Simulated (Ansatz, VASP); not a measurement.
## One calculation of GaN, two programs

The input INCAR:

```
PREC = Accurate ; ENCUT = 520
EDIFF = 1E-6 ; ISMEAR = 0
SIGMA = 0.05 ; LREAL = False
LASPH = True ; NELM = 60
ALGO = Normal ; ISIF = 2
LWAVE = False ; LCHARG = False
GGA = PE ; NBANDS = 16
```

Contents of KPOINTS:

```
Automatic mesh
0
Gamma
  10 10 10
```

Contents of POSCAR:

```
GaN
1.0
    0.0000000000      2.2742384873      2.2401249100
    2.2742384873      0.0000000000      2.2401249100
    2.2742384873      2.2742384873      0.0000000000
Ga N
1 1
Direct
    0.0000000000      0.0000000000      0.0000000000
    0.7500000000      0.7500000000      0.7500000000
```

Input for Ansatz:

```yaml
crystal:
  lattice:
    - [0.0, 2.2742384873, 2.24012491]
    - [2.2742384873, 0.0, 2.24012491]
    - [2.2742384873, 2.2742384873, 0.0]
  atoms:
    - { symbol: Ga, position: [0.0, 0.0, 0.0] }
    - { symbol: "N", position: [0.75, 0.75, 0.75] }
basis:
  ecutwfc: 420
kpoints:
  mp_grid: { grid: [10, 10, 10] }
hamiltonian:
  xc: pbe
scf:
  occupations: { method: gaussian, width: 0.05 }
output:
  forces: true
  stress: true
  eigenvalues: true
```

Change from the starting cell: strain -0.0150 x Voigt [0, 0, 1, 0, 0, 0], atoms carried along.

Alike in both runs: task single point; functional PBE; k mesh 10 × 10 × 10; occupations gaussian, width 0.05 eV; no spin polarisation.

|  | VASP | Ansatz |
| --- | --- | --- |
| version | VASP 6.6.1 | Ansatz 0.2.0 |
| potentials or method | VASP PAW PBE potentials, release 64 (Ga_d, N), cutoff 520 eV | scalar-relativistic, plane waves, PAW |
| valence electrons in the cell | 18 | 18 |

|  | VASP | Ansatz | Ansatz less VASP |
| --- | --- | --- | --- |
| gap on the k mesh at the Fermi level (eV) | 1.60 | 1.59 | -0.007 |
| least direct gap on the mesh (eV) | 1.60 | 1.59 | -0.007 |
| pressure (GPa) | 2.8 | 2.7 | -0.08 |
| traceless stress, the component that is largest in VASP (GPa) | 1.18 | 1.18 | -0.002 |
